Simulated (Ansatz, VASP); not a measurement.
This is a calculation of TaN for VASP 6.6.1.

File INCAR:

```
PREC     = Accurate       # precision mode
ENCUT    = 600            # plane-wave cutoff, eV
EDIFF    = 1E-6           # SCF threshold, eV
ISMEAR   = -1             # smearing method
SIGMA    = 0.05           # smearing width, eV
LREAL    = F              # projectors in reciprocal space
LASPH    = T              # aspherical terms in the spheres
NELM     = 120            # most SCF steps
ALGO     = Normal         # electronic algorithm
ISIF     = 2              # what is computed and relaxed
LWAVE    = F              # write WAVECAR
LCHARG   = F              # write CHGCAR
GGA      = PE             # functional
NBANDS   = 16             # bands
GGA_COMPAT= F
```

KPOINTS

```
Automatic mesh
0
Gamma
  10 10 10
```

Contents of POSCAR:

```
TaN
1.0
    2.6953800863      0.0000000000      0.0000000000
    0.0000000000      2.6953800863      0.0000000000
    0.0000000000      0.0000000000      2.6953800863
Ta N
1 1
Direct
    0.0000000000      0.0000000000      0.0000000000
    0.5000000000      0.5000000000      0.5000000000
```

Potentials or basis: VASP PAW PBE potentials, release 64 (Ta_sv_GW, N).

Command:

```sh
$ cat potpaw_PBE.64/Ta_sv_GW/POTCAR potpaw_PBE.64/N/POTCAR > POTCAR
$ mpirun -np 1 vasp_std > vasp.out
```

Problem. Translate it to Ansatz 0.2.0. Potentials there: Ansatz PAW.

Solution. As run (the cutoff follows the program's own potentials):

The input input.yaml:

```yaml
crystal:
  lattice:
    - [2.6953800863, 0.0, 0.0]
    - [0.0, 2.6953800863, 0.0]
    - [0.0, 0.0, 2.6953800863]
  atoms:
    - { symbol: Ta, position: [0.0, 0.0, 0.0] }
    - { symbol: "N", position: [0.5, 0.5, 0.5] }
hamiltonian:
  xc: pbe
  pseudopotentials: { kind: paw }
kpoints:
  mp_grid: { grid: [10, 10, 10] }
scf:
  occupations: { method: fermi_dirac, width: 0.05 }
output:
  forces: true
  stress: true
  eigenvalues: true
```

Potentials or basis: Ansatz PAW.

Launch:

```bash
$ ansatz run input.yaml --threads 1 --pin off --max-ram 3584MiB --backend cpu --events-out ev --progress --plain --runs-dir out
```

Both were run:

|  | VASP | Ansatz | Ansatz less VASP |
| --- | --- | --- | --- |
| gap on the k mesh at the Fermi level (eV) | none | none | - |
| pressure (GPa) | 21.1 | 21.2 | +0.11 |

A gap of «none» marks a metal or a gap that the smearing closes. The functional is the same, so the differences come from potentials, cutoffs and numerics.

Neither program's run includes spin-orbit coupling.
